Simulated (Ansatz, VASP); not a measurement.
**NiO in VASP and in Ansatz**

```xyz
2
Lattice="0.0000 2.1337 2.1337 2.1337 0.0000 2.1337 2.1337 2.1337 0.0000" Properties=species:S:1:pos:R:3 pbc="T T T"
Ni    0.0000    0.0000    0.0000
O     2.1337    2.1337    2.1337
```

Alike in both runs: functional PBE; k mesh 8 × 8 × 8; occupations gaussian, width 0.1 eV; collinear spin; Hubbard terms Ni d U = 6.2 eV.

Ansatz relaxed the structure, and its values are those at the end. VASP's run is a single point on that final structure, the one shown.

|  | VASP | Ansatz |
| --- | --- | --- |
| version | VASP 6.6.1 | Ansatz 0.2.0 |
| potentials or method | VASP PAW PBE potentials, release 64 (Ni, O), cutoff 600 eV | scalar-relativistic, plane waves, PAW |
| valence electrons in the cell | 16 | 24 |

```csv
,VASP,Ansatz,Ansatz less VASP
gap on the k mesh at the Fermi level (eV),2.36,1.94,-0.423
least direct gap on the mesh (eV),3.21,3.06,-0.160
pressure (GPa),-8.5,0.0,+8.49
net moment per atom (μB),1.00,1.00,0.000
size of the moment on the site where the two differ most (μB),1.83,1.74,-0.090
```

Site moments also hang on the region over which each program counts them. The programs project onto different local orbitals, so the same U acts differently, and such runs can settle in different states. VASP's potentials hold 16 valence electrons a cell and Ansatz's 24, so a difference there can come from the potentials and not from the codes.
